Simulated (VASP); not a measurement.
H, 2 atoms in the cell. It takes space group P6_3/mmc (No. 194, hexagonal). Conventional cell: a = 5.269 Å, b = 5.269 Å, c = 4.206 Å, α = 90.00°, β = 90.00°, γ = 120.00°. Within 4.9 Å of H (site symmetry -6m2) lie 8 H at 3.70 to 4.21 Å.  This cell differs from its parent crystal: volume 50.560 Å^3 an atom, c/a of the conventional cell 0.7982.

```yaml
Program: VASP 6.6.1
Task: single point
Functional: PBE
Potentials_or_basis: VASP PAW PBE potentials, release 64 (H)
Cutoff: 520 eV
k_mesh: 6 × 6 × 6
Occupations: gaussian, width 0.05 eV
Spin: collinear spin, ferromagnetic start
Starting_moments: "[1.05, 1.05] μB"
Dipole_correction: no
Further_INCAR_settings: ALGO = Normal; EDIFF = 1e-06; NBANDS = 12
```

Potentials or basis: VASP PAW PBE potentials, release 64 (H).

Command:

```sh
$ cat potpaw_PBE.64/H/POTCAR > POTCAR
$ mpirun -np 1 vasp_std > vasp.out
```

Hardware: 1 thread of Intel(R) Xeon(R) 6975P-C (Granite Rapids) (shared host).

Task: How long does it take, and how much memory?

Result: Run time: 31 s on 1 thread of Intel(R) Xeon(R) 6975P-C (Granite Rapids), on a shared host, peak memory 0.25 GiB. Counts: scf iterations 22, k points 28.
